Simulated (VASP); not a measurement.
# Sb (R-3m) in VASP: single point with PBE+D3(BJ)

Aim: the single point of Sb with PBE+D3(BJ).

All numbers are computed with VASP 6.6.1; they aren't measurements. Logs are shortened: lines on timing, memory, paths and dates and some standing lists are left out, and cuts for length are marked.

## 1. The cell of the first run

It takes space group R-3m (No. 166, trigonal). The conventional cell has a = 2.662 Å, b = 2.662 Å, c = 13.039 Å, α = 90.00°, β = 90.00°, γ = 120.00°. Within 3.5 Å of Sb (site symmetry -3m) lie 6 Sb at 2.66 Å.

## 2. Single point, PBE+D3(BJ)

INCAR

```
  PREC = Accurate
  ENCUT = 520
  EDIFF = 1E-6
  ISMEAR = 0
  SIGMA = 0.15
  LREAL = False
  LASPH = True
  NELM = 80
  ALGO = Normal
  ISIF = 2
  LWAVE = False
  LCHARG = True
  GGA = PE
  IVDW = 12
  LELF = True
  LVHAR = True
  NBANDS = 8
```

KPOINTS

```
Automatic mesh
0
Gamma
  20 20 20
```

POSCAR

```
Sb
1.0
    1.2547042911      3.1367607277      3.1367607277
    3.1367607277      1.2547042911      3.1367607277
    3.1367607277      3.1367607277      1.2547042911
Sb
1
Direct
    0.0000000000      0.0000000000      0.0000000000
```

Potentials or basis: VASP PAW PBE potentials, release 64 (Sb).

Started as:

```bash
> cat potpaw_PBE.64/Sb/POTCAR > POTCAR
> mpirun -np 1 vasp_std > vasp.out
```

OUTCAR:

```text
PREC = Accurate
   ENCUT = 520
   EDIFF = 1E-6
   ISMEAR = 0
   LREAL = False
   LASPH = True
   NELM = 80
   ISIF = 2
   GGA = PE
   IVDW = 12
 IVDW          = 12

 ion  position               nearest neighbor table
   1  0.000  0.000  0.000-

  LATTYP: Found a trigonal (rhomboedric) cell.
 ALAT       =     4.6100779368
 COS(alpha) =     0.8333333333

  Lattice vectors:

 A1 = (   1.2547042911,   3.1367607277,   3.1367607277)
 A2 = (   3.1367607277,   1.2547042911,   3.1367607277)
 A3 = (   3.1367607277,   3.1367607277,   1.2547042911)

Analysis of symmetry for initial positions (statically):
=====================================================================
 Subroutine PRICEL returns:
 Original cell was already a primitive cell.

 Routine SETGRP: Setting up the symmetry group for a
 trigonal (rhombohedral) supercell.

 Subroutine GETGRP returns: Found 12 space group operations
 (whereof 12 operations were pure point group operations)
 out of a pool of 12 trial point group operations.

The static configuration has the point symmetry D_3d.

Analysis of symmetry for dynamics (positions and initial velocities):
=====================================================================
 Subroutine PRICEL returns:
 Original cell was already a primitive cell.

 Routine SETGRP: Setting up the symmetry group for a
 trigonal (rhombohedral) supercell.

 Subroutine GETGRP returns: Found 12 space group operations
 (whereof 12 operations were pure point group operations)
 out of a pool of 12 trial point group operations.

The dynamic configuration has the point symmetry D_3d.

 Subroutine INISYM returns: Found 12 space group operations
 (whereof 12 operations are pure point group operations),
 and found     1 'primitive' translations

----------------------------------------------------------------------------------------

                                     Primitive cell

  volume of cell :      26.6660

  direct lattice vectors                    reciprocal lattice vectors
     1.254704291  3.136760728  3.136760728    -0.309944655  0.221389039  0.221389039
     3.136760728  1.254704291  3.136760728     0.221389039 -0.309944655  0.221389039
     3.136760728  3.136760728  1.254704291     0.221389039  0.221389039 -0.309944655

  length of vectors
     4.610077937  4.610077937  4.610077937     0.440558626  0.440558626  0.440558626

  position of ions in fractional coordinates (direct lattice)
     0.000000000  0.000000000  0.000000000

  ion indices of the primitive-cell ions
   primitive index   ion index
                 1           1

----------------------------------------------------------------------------------------

 KPOINTS: Automatic mesh

Automatic generation of k-mesh.
 Grid dimensions read from file:
 generate k-points for:   20   20   20

 Generating k-lattice:

  Cartesian coordinates                     Fractional coordinates (reciprocal lattice)
    -0.015497233  0.011069452  0.011069452     0.050000000  0.000000000  0.000000000
     0.011069452 -0.015497233  0.011069452     0.000000000  0.050000000  0.000000000
     0.011069452  0.011069452 -0.015497233     0.000000000  0.000000000  0.050000000

  Length of vectors
     0.022027931  0.022027931  0.022027931

  Shift w.r.t. Gamma in fractional coordinates (k-lattice)
     0.000000000  0.000000000  0.000000000

 Subroutine IBZKPT returns following result:
 ===========================================

 Found    781 irreducible k-points:

 Following reciprocal coordinates:
            Coordinates               Weight
  0.000000  0.000000  0.000000      1.000000
  0.050000  0.000000  0.000000      6.000000
  0.100000  0.000000  0.000000      6.000000
  0.150000 -0.000000 -0.000000      6.000000
  0.200000  0.000000  0.000000      6.000000
  0.250000  0.000000  0.000000      6.000000
[... 16 lines left out ...]
 -0.400000  0.050000 -0.000000     12.000000
 -0.350000  0.050000  0.000000     12.000000
 [... further k-points ...]
   k-points           NKPTS =    781   k-points in BZ     NKDIM =    781   number of bands    NBANDS=      8
   number of dos      NEDOS =    301   number of ions     NIONS =      1
   total plane-waves  NPLWV =  46656
   dimension x,y,z NGX =    36 NGY =   36 NGZ =   36
   dimension x,y,z NGXF=    72 NGYF=   72 NGZF=   72
   ions per type =               1
   NGX,Y,Z   is equivalent  to a cutoff of  12.98, 12.98, 12.98 a.u.
   NGXF,Y,Z  is equivalent  to a cutoff of  25.96, 25.96, 25.96 a.u.
 SYSTEM =  unknown system
   PREC   = accura    normal or accurate (medium, high low for compatibility)
   ISTART =      0    job   : 0-new  1-cont  2-samecut
   ICHARG =      2    charge: 1-file 2-atom 10-const
   ISPIN  =      1    spin polarized calculation?
   LNONCOLLINEAR =      F non collinear calculations
   LSORBIT =      F    spin-orbit coupling
   LASPH  =      T    aspherical Exc in radial PAW
   ENCUT  =  520.0 eV  38.22 Ry    6.18 a.u.   8.57  8.57  8.57*2*pi/ulx,y,z
   NELM   =     80;   NELMIN=  2; NELMDL= -5     # of ELM steps
   EDIFF  = 0.1E-05   stopping-criterion for ELM
   LREAL  =      F    real-space projection
   EDIFFG = 0.1E-04   stopping-criterion for IOM
   NSW    =      0    number of steps for IOM
   IBRION =     -1    ionic relax: 0-MD 1-quasi-New 2-CG
   NFREE  =      0    steps in history (QN), initial steepest desc. (CG)
   ISIF   =      2    stress and relaxation
   ISYM   =      2    0-nonsym 1-usesym 2-fastsym
   POTIM  = 0.5000    time-step for ionic-motion
   TEBEG  =    0.0;   TEEND  =   0.0 temperature during run
   PSTRESS=    0.0 pullay stress
   NELECT =       5.0000    total number of electrons
   NUPDOWN=      -1.0000    fix difference up-down
   EMIN   =  10.00;   EMAX   =-10.00  energy-range for DOS
   EFERMI =   0.00;   METHOD = LEGACY
   ISMEAR =     0;   SIGMA  =   0.15  broadening in eV -4-tet -1-fermi 0-gaus
   EFERMI_NEDOS =   21; number of points for ismear=-14 and -15
   IALGO  =     38    algorithm
   IMIX   =      4    mixing-type and parameters
     AMIX     =   0.40;   BMIX     =  1.00
     AMIX_MAG =   1.60;   BMIX_MAG =  1.00
  volume/ion in A,a.u.               =      26.67       179.95
  Fermi-wavevector in a.u.,A,eV,Ry     =   0.937013  1.770697 11.945820  0.877993
  Thomas-Fermi vector in A             =   2.064081
   LORBIT       =      0    0 simple, 1 ext, 2 COOP (PROOUT), +10 PAW based schemes
   GGA     = PE    functional components
   LHFCALC =     F    Hartree Fock is set to
   AEXX    =    0.0000 exact exchange contribution
   IVDW    =    12    specifies the selected vdW correction
   LEPSILON=     F    determine dielectric tensor
   LRPA    =     F    only Hartree local field effects (RPA)
 non-spin polarized calculation
 Gauss-broadening in eV      SIGMA  =   0.15
  energy-cutoff  :      520.00
  volume of cell :       26.67
 maximum number of plane-waves:       737
   NGX = 17   NGY = 17   NGZ = 17

 number of electron       5.0000000 magnetization

 Free energy of the ion-electron system (eV)
  ---------------------------------------------------
  ext. energy  EPLUGINS =         0.00000000
  ---------------------------------------------------
  free energy    TOTEN  =        -1.88278481 eV

  energy without entropy =       -1.87550303  energy(sigma->0) =       -1.87914392

 E-fermi :   8.6683     XC(G=0):  -9.6982

 val. band max:        8.6646949397   @ k =   0.3500   0.3500   0.0500
 cond. band min:       8.6709054316   @ k =   0.3000   0.3000  -0.0000
 fundamental gap:      0.0062104919
 Fermi energy:         8.6683206188

 k-point     1 :       0.0000    0.0000    0.0000
  band No.  band energies     occupation
      1      -6.9956      2.00000
      2       4.0752      2.00000
      3       9.9247      0.00000
      4      20.4388      0.00000
      5      21.6320      0.00000
      6      21.6320      0.00000
      7      22.7063      0.00000
      8      22.7063      0.00000

 k-point     2 :       0.0500    0.0000    0.0000
  band No.  band energies     occupation
      1      -6.9195      2.00000
      2       4.1517      2.00000
      3       9.9990      0.00000
      4      19.6585      0.00000
      5      20.8606      0.00000
      6      20.9349      0.00000
      7      23.4603      0.00000
      8      23.6919      0.00000

 k-point     3 :       0.1000    0.0000    0.0000
  band No.  band energies     occupation
      1      -6.6906      2.00000
      2       4.3798      2.00000
      3      10.2206      0.00000
      4      17.7180      0.00000
      5      19.7304      0.00000
      6      20.4942      0.00000
      7      24.5423      0.00000
      8      24.6851      0.00000

 k-point     4 :       0.1500   -0.0000   -0.0000
  band No.  band energies     occupation
      1      -6.3075      2.00000
      2       4.7551      2.00000
      3      10.5826      0.00000
      4      15.5033      0.00000
      5      18.5984      0.00000
      6      20.1158      0.00000
      7      23.0354      0.00000
      8      25.5998      0.00000

 k-point     5 :       0.2000    0.0000    0.0000
  band No.  band energies     occupation
      1      -5.7678      2.00000
      2       5.2703      2.00000
      3      11.0355      0.00000
      4      13.2805      0.00000
      5      17.5215      0.00000
      6      19.7730      0.00000
      7      21.2908      0.00000
      8      25.2878      0.00000

 k-point     6 :       0.2500    0.0000    0.0000
  band No.  band energies     occupation
      1      -5.0686      2.00000
      2       5.9147      2.00000
      3      10.5908      0.00000
      4      12.1228      0.00000
      5      16.5376      0.00000
      6      19.4004      0.00000
      7      19.6472      0.00000
      8      24.5813      0.00000

 k-point     7 :       0.3000   -0.0000   -0.0000
  band No.  band energies     occupation
      1      -4.2069      2.00000
      2       6.6725      2.00000
      3       8.5335      1.79617
      4      12.7939      0.00000
      5      15.6802      0.00000
      6      17.8885      0.00000
      7      19.2645      0.00000
      8      23.9584      0.00000
[... 133 lines left out ...]
 k-point    20 :       0.4500    0.0500   -0.0000
  band No.  band energies     occupation
      1      -1.2558      2.00000
      2       3.5583      2.00000
      3       8.7832      0.27862
      4      13.5096      0.00000
      5      14.3664      0.00000
      6      16.0050      0.00000
      7      19.1311      0.00000
      8      20.8883      0.00000

 k-point    21 :       0.5000    0.0500   -0.0000
  band No.  band energies     occupation
      1       0.1806      2.00000
      2       1.8013      2.00000
      3       9.4907      0.00000
      4      13.2992      0.00000
      5      13.5306      0.00000
      6      17.1213      0.00000
      7      18.1913      0.00000
      8      20.3340      0.00000

 k-point    22 :      -0.4500    0.0500   -0.0000
  band No.  band energies     occupation
      1       0.1579      2.00000
      2       1.8259      2.00000
      3       9.5936      0.00000
      4      13.2815      0.00000
      5      13.4454      0.00000
      6      16.6223      0.00000
      7      18.5982      0.00000
      8      20.4471      0.00000

 k-point    23 :      -0.4000    0.0500   -0.0000
  band No.  band energies     occupation
      1      -1.2769      2.00000
      2       3.5850      2.00000
      3       8.9997      0.00178
      4      13.4987      0.00000
      5      14.1655      0.00000
      6      15.4239      0.00000
      7      19.3342      0.00000
      8      21.3233      0.00000

 k-point    24 :      -0.3500    0.0500    0.0000
  band No.  band energies     occupation
      1      -2.5530      2.00000
      2       5.4990      2.00000
      3       8.1394      2.00000
      4      13.7580      0.00000
      5      14.2485      0.00000
      6      15.5630      0.00000
      7      19.6713      0.00000
      8      21.9476      0.00000

 [... further k-points ...]

------------------------ aborting loop because EDIFF is reached ----------------------------------------

 Edisp (eV)   -0.51482

 E8    (eV) :    -0.2356

  FORCE on cell =-STRESS in cart. coord.  units (eV):
  Direction    XX          YY          ZZ          XY          YZ          ZX
  --------------------------------------------------------------------------------------
  -------------------------------------------------------------------------------------
  Total       7.42626     7.42626     7.42626    -4.16140    -4.16140    -4.16140
  in kB     446.19313   446.19313   446.19313  -250.02974  -250.02974  -250.02974
  external pressure =      446.19 kB  Pullay stress =        0.00 kB

 VOLUME and BASIS-vectors are now :
 -----------------------------------------------------------------------------
  energy-cutoff  :      520.00
  volume of cell :       26.67
      direct lattice vectors                 reciprocal lattice vectors
     1.254704291  3.136760728  3.136760728    -0.309944655  0.221389039  0.221389039
     3.136760728  1.254704291  3.136760728     0.221389039 -0.309944655  0.221389039
     3.136760728  3.136760728  1.254704291     0.221389039  0.221389039 -0.309944655

 POSITION                                       TOTAL-FORCE (eV/Angst)
 -----------------------------------------------------------------------------------
      0.00000      0.00000      0.00000         0.000000     -0.000000      0.000000
 -----------------------------------------------------------------------------------
    total drift:                               -0.000000     -0.000000     -0.000000

  FREE ENERGIE OF THE ION-ELECTRON SYSTEM (eV)
  ---------------------------------------------------
  free  energy   TOTEN  =        -2.3976009263 eV

  energy  without entropy=       -2.3903191434  energy(sigma->0) =       -2.39396003
```

Run time: 3.6 min. Hardware: 1 thread of AMD EPYC 9R45 (Zen 5), shared host; peak memory 0.31 GiB.

What came out:

```yaml
Free_energy: -2.3976 eV
Pressure: 44.6 GPa
Dispersion_energy_per_atom: -0.515 eV
```

Caveat: spin-orbit coupling is left out, which moves the levels of the heavy elements; pairwise dispersion overbinds metals, which lowers pressure and volume.
